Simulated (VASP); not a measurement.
# Rb (I4/mmm) in VASP: a series of runs

Aim: see how the results for Rb move with the level of theory and the settings. Levels: LDA, PBEsol+D3(BJ). Tasks: single point.

Program: VASP 6.6.1. These are calculated values, not measurements. Logs are shortened: lines on timing, memory, paths and dates and some standing lists are left out, and cuts for length are marked.

### 1 The cell of the first run

It takes space group I4/mmm (No. 139, tetragonal). Conventional cell: a = 5.546 Å, b = 5.546 Å, c = 5.021 Å, α = 90.00°, β = 90.00°, γ = 90.00°.

### 2 Single point, LDA

Contents of INCAR:

```
SYSTEM = Rb
  PREC = Accurate
  ENCUT = 520
  EDIFF = 1E-6
  ISMEAR = 0
  SIGMA = 0.1
  LREAL = .FALSE.
  LASPH = .TRUE.
  NELM = 80
  ALGO = Normal
  ISIF = 2
  LWAVE = .FALSE.
  LCHARG = .FALSE.
  GGA = CA
  NBANDS = 10
```

Contents of KPOINTS:

```
Automatic mesh
0
G
  5 5 5
  0 0 0
```

Contents of POSCAR:

```
Rb
1.0
    4.6559143053     -0.0439975692      0.0000001473
   -1.9091008259      4.2467408492      0.0000001473
   -1.3734068656     -2.1013718327      3.9214109459
Rb
1
Direct
    0.0000000000      0.0000000000      0.0000000000
```

Potentials or basis: VASP PAW LDA potentials, release 64 (Rb_sv).

Run with:

```sh
$ cat potpaw_LDA.64/Rb_sv/POTCAR > POTCAR
$ mpirun -np 1 vasp_std > vasp.out
```

OUTCAR:

```text
SYSTEM = Rb
   PREC = Accurate
   ENCUT = 520
   EDIFF = 1E-6
   ISMEAR = 0
   LREAL = .FALSE.
   LASPH = .TRUE.
   NELM = 80
   ISIF = 2
   GGA = CA

 ion  position               nearest neighbor table
   1  0.000  0.000  0.000-

  LATTYP: Found a body centered tetragonal cell.
 ALAT       =     5.5457127516
 C/A-ratio  =     0.9053408754

  Lattice vectors:

 A1 = (   4.6559143053,  -0.0439975692,   0.0000001473)
 A2 = (  -1.9091008259,   4.2467408492,   0.0000001473)
 A3 = (  -1.3734068656,  -2.1013718327,   3.9214109459)

Analysis of symmetry for initial positions (statically):
=====================================================================
 Subroutine PRICEL returns:
 Original cell was already a primitive cell.

 Routine SETGRP: Setting up the symmetry group for a
 body centered tetragonal supercell.

 Subroutine GETGRP returns: Found 16 space group operations
 (whereof 16 operations were pure point group operations)
 out of a pool of 16 trial point group operations.

The static configuration has the point symmetry D_4h.

Analysis of symmetry for dynamics (positions and initial velocities):
=====================================================================
 Subroutine PRICEL returns:
 Original cell was already a primitive cell.

 Routine SETGRP: Setting up the symmetry group for a
 body centered tetragonal supercell.

 Subroutine GETGRP returns: Found 16 space group operations
 (whereof 16 operations were pure point group operations)
 out of a pool of 16 trial point group operations.

The dynamic configuration has the point symmetry D_4h.

 Subroutine INISYM returns: Found 16 space group operations
 (whereof 16 operations are pure point group operations),
 and found     1 'primitive' translations

----------------------------------------------------------------------------------------

                                     Primitive cell

  volume of cell :      77.2066

  direct lattice vectors                    reciprocal lattice vectors
     4.655914305 -0.043997569  0.000000147     0.215696888  0.096965438  0.127505134
    -1.909100826  4.246740849  0.000000147     0.002234683  0.236479280  0.127505134
    -1.373406866 -2.101371833  3.921410946    -0.000000008 -0.000000013  0.255010244

  length of vectors
     4.656122185  4.656122185  4.656122185     0.268672668  0.268672668  0.255010244

[... 74 lines left out ...]
   NSW    =      0    number of steps for IOM
   IBRION =     -1    ionic relax: 0-MD 1-quasi-New 2-CG
   NFREE  =      0    steps in history (QN), initial steepest desc. (CG)
   ISIF   =      2    stress and relaxation
   ISYM   =      2    0-nonsym 1-usesym 2-fastsym
   POTIM  = 0.5000    time-step for ionic-motion
   TEBEG  =    0.0;   TEEND  =   0.0 temperature during run
   PSTRESS=    0.0 pullay stress
   NELECT =       9.0000    total number of electrons
   NUPDOWN=      -1.0000    fix difference up-down
   EMIN   =  10.00;   EMAX   =-10.00  energy-range for DOS
   EFERMI =   0.00;   METHOD = LEGACY
   ISMEAR =     0;   SIGMA  =   0.10  broadening in eV -4-tet -1-fermi 0-gaus
   EFERMI_NEDOS =   21; number of points for ismear=-14 and -15
   IALGO  =     38    algorithm
   IMIX   =      4    mixing-type and parameters
     AMIX     =   0.40;   BMIX     =  1.00
     AMIX_MAG =   1.60;   BMIX_MAG =  1.00
  volume/ion in A,a.u.               =      77.21       521.02
  Fermi-wavevector in a.u.,A,eV,Ry     =   0.799719  1.511250  8.701619  0.639551
  Thomas-Fermi vector in A             =   1.906877
   LORBIT       =      0    0 simple, 1 ext, 2 COOP (PROOUT), +10 PAW based schemes
   GGA     = CA    functional components
   LHFCALC =     F    Hartree Fock is set to
   AEXX    =    0.0000 exact exchange contribution
   IVDW    =     0    specifies the selected vdW correction
   LEPSILON=     F    determine dielectric tensor
   LRPA    =     F    only Hartree local field effects (RPA)
 non-spin polarized calculation
 Gauss-broadening in eV      SIGMA  =   0.10
  energy-cutoff  :      520.00
  volume of cell :       77.21
 maximum number of plane-waves:      2099
   NGX = 17   NGY = 17   NGZ = 17

 number of electron       9.0000000 magnetization

 Free energy of the ion-electron system (eV)
  ---------------------------------------------------
  ext. energy  EPLUGINS =         0.00000000
  ---------------------------------------------------
  free energy    TOTEN  =        -1.07273690 eV

  energy without entropy =       -1.06596549  energy(sigma->0) =       -1.06935120

 E-fermi :   0.1664     XC(G=0):  -6.1129

 val. band max:        0.1475060665   @ k =  -0.4000   0.4000   0.2000
 cond. band min:       0.1971750772   @ k =  -0.2000   0.4000   0.2000
 fundamental gap:      0.0496690107
 Fermi energy:         0.1664490627

 k-point     1 :       0.0000    0.0000    0.0000
  band No.  band energies     occupation
      1     -28.5441      2.00000
      2     -12.6216      2.00000
      3     -12.6216      2.00000
      4     -12.6204      2.00000
      5      -2.0360      2.00000
      6       3.5390      0.00000
      7       4.1293      0.00000
      8       4.1293      0.00000
      9       4.5867      0.00000
     10       5.3935      0.00000
[... 209 lines left out ...]
 k-point    18 :      -0.4000   -0.4000    0.4000
  band No.  band energies     occupation
      1     -28.5287      2.00000
      2     -12.7374      2.00000
      3     -12.7374      2.00000
      4     -12.7285      2.00000
      5       1.3216      0.00000
      6       1.4121      0.00000
      7       3.3352      0.00000
      8       3.3352      0.00000
      9       3.8646      0.00000
     10       6.1449      0.00000

------------------------ aborting loop because EDIFF is reached ----------------------------------------

  FORCE on cell =-STRESS in cart. coord.  units (eV):
  Direction    XX          YY          ZZ          XY          YZ          ZX
  --------------------------------------------------------------------------------------
  -------------------------------------------------------------------------------------
  Total       -0.0048116     -0.0087534     -0.0018723     -0.0044973     -0.0000000     -0.0000000
  in kB       -0.0998504     -0.1816481     -0.0388544     -0.0933266     -0.0000000     -0.0000000
  external PRESSURE =      -0.1067843 kB  Pullay stress =       0.0000000 kB

 VOLUME and BASIS-vectors are now :
 -----------------------------------------------------------------------------
  energy-cutoff  :      520.00
  volume of cell :       77.21
      direct lattice vectors                 reciprocal lattice vectors
     4.655914305 -0.043997569  0.000000147     0.215696888  0.096965438  0.127505134
    -1.909100826  4.246740849  0.000000147     0.002234683  0.236479280  0.127505134
    -1.373406866 -2.101371833  3.921410946    -0.000000008 -0.000000013  0.255010244

 POSITION                                       TOTAL-FORCE (eV/Angst)
 -----------------------------------------------------------------------------------
      0.00000      0.00000      0.00000        -0.000000     -0.000000     -0.000000
 -----------------------------------------------------------------------------------
    total drift:                                0.000000      0.000000     -0.000000

  FREE ENERGIE OF THE ION-ELECTRON SYSTEM (eV)
  ---------------------------------------------------
  free  energy   TOTEN  =        -1.0727369023 eV

  energy  without entropy=       -1.0659654907  energy(sigma->0) =       -1.06935120
```

stdout:

```text
POSCAR found type information on POSCAR Rb
 POSCAR found :  1 types and       1 ions
 scaLAPACK will be used
 LDA part: xc-table for (Slater(with rela. corr.)+CA(PZ))
 , standard interpolation
 POSCAR, INCAR and KPOINTS ok, starting setup
 FFT: planning ... GRIDC
 FFT: planning ... GRID_SOFT
 FFT: planning ... GRID
 WAVECAR not read
 entering main loop
```

Run time: 15 s. Hardware: 1 thread of Intel Xeon Platinum 8375C at 2.90GHz (Ice Lake), shared host; peak memory 0.16 GiB.

Results:

| Item | Value |
| --- | --- |
| Free energy | -1.0727 eV |
| Pressure | 0.0 GPa |

### 3 Single point, PBEsol+D3(BJ)

This run uses another cell than the first one, of 78.95 Å³/atom, 1.023 times its volume.

Contents of INCAR:

```
PREC     = Accurate       # precision mode
ENCUT    = 520            # plane-wave cutoff, eV
EDIFF    = 1E-7           # SCF threshold, eV
ISMEAR   = 0              # smearing method
SIGMA    = 0.1            # smearing width, eV
LREAL    = False          # projectors in reciprocal space
LASPH    = True           # aspherical terms in the spheres
NELM     = 100            # most SCF steps
ALGO     = Normal         # electronic algorithm
ISIF     = 2              # what is computed and relaxed
LWAVE    = False          # write WAVECAR
LCHARG   = False          # write CHGCAR
GGA      = PS             # functional
IVDW     = 12             # dispersion correction
NBANDS   = 10             # bands
```

Contents of KPOINTS:

```
Automatic mesh
0
Gamma
  5 5 5
```

Contents of POSCAR:

```
Rb
1.0
    4.6901770398     -0.0383750085      0.0000001487
   -1.9177035291      4.2803792449      0.0000001487
   -1.3862368821     -2.1210023121      3.9470153033
Rb
1
Direct
    0.0000000000      0.0000000000      0.0000000000
```

Potentials or basis: VASP PAW PBE potentials, release 64 (Rb_sv).

Run with:

```sh
$ cat potpaw_PBE.64/Rb_sv/POTCAR > POTCAR
$ mpirun -np 1 vasp_std > vasp.out
```

OUTCAR:

```text
PREC = Accurate
   ENCUT = 520
   EDIFF = 1E-7
   ISMEAR = 0
   LREAL = False
   LASPH = True
   NELM = 100
   ISIF = 2
   GGA = PS
   IVDW = 12
 IVDW          = 12

 ion  position               nearest neighbor table
   1  0.000  0.000  0.000-

  LATTYP: Found a body centered tetragonal cell.
 ALAT       =     5.5819227831
 C/A-ratio  =     0.9078705131

  Lattice vectors:

 A1 = (   4.6901770398,  -0.0383750085,   0.0000001487)
[... 406 lines left out ...]
      9       3.9773      0.00000
     10       6.3001      0.00000

------------------------ aborting loop because EDIFF is reached ----------------------------------------

 Edisp (eV)   -0.13922

 E8    (eV) :    -0.1083

  FORCE on cell =-STRESS in cart. coord.  units (eV):
  Direction    XX          YY          ZZ          XY          YZ          ZX
  --------------------------------------------------------------------------------------
  -------------------------------------------------------------------------------------
  Total      -0.00003    -0.00364     0.00266    -0.00412    -0.00000    -0.00000
  in kB      -0.00067    -0.07392     0.05396    -0.08358    -0.00000    -0.00000
  external pressure =       -0.01 kB  Pullay stress =        0.00 kB

 VOLUME and BASIS-vectors are now :
 -----------------------------------------------------------------------------
  energy-cutoff  :      520.00
  volume of cell :       78.95
      direct lattice vectors                 reciprocal lattice vectors
     4.690177040 -0.038375009  0.000000149     0.213996012  0.095874890  0.126678006
    -1.917703529  4.280379245  0.000000149     0.001918541  0.234483702  0.126678006
    -1.386236882 -2.121002312  3.947015303    -0.000000008 -0.000000012  0.253355988

 POSITION                                       TOTAL-FORCE (eV/Angst)
 -----------------------------------------------------------------------------------
      0.00000      0.00000      0.00000         0.000000      0.000000      0.000000
 -----------------------------------------------------------------------------------
    total drift:                                0.000000      0.000000     -0.000000

  FREE ENERGIE OF THE ION-ELECTRON SYSTEM (eV)
  ---------------------------------------------------
  free  energy   TOTEN  =        -1.1689201125 eV

  energy  without entropy=       -1.1620466781  energy(sigma->0) =       -1.16548340
```

It took 16 s on 1 thread of Intel Xeon Platinum 8375C at 2.90GHz (Ice Lake), shared host; peak memory 0.2 GiB.

Results:

```
Free energy                : -1.1689 eV
Pressure                   : 0.0 GPa
Dispersion energy per atom : -0.139 eV
```

Levels at points of the mesh, in eV from the Fermi level:
| k point | band 2 | band 3 | band 4 | band 5 | band 6 | band 7 | band 8 | band 9 |
| --- | --- | --- | --- | --- | --- | --- | --- | --- |
| (0.00, 0.00, 0.00) | -12.80 | -12.80 | -12.80 | -2.16 | 3.47 | 4.04 | 4.04 | 4.48 |

Caveat: the PAW data sets were made with another functional, which shifts forces and pressure a little; pairwise dispersion overbinds metals, which lowers pressure and volume.
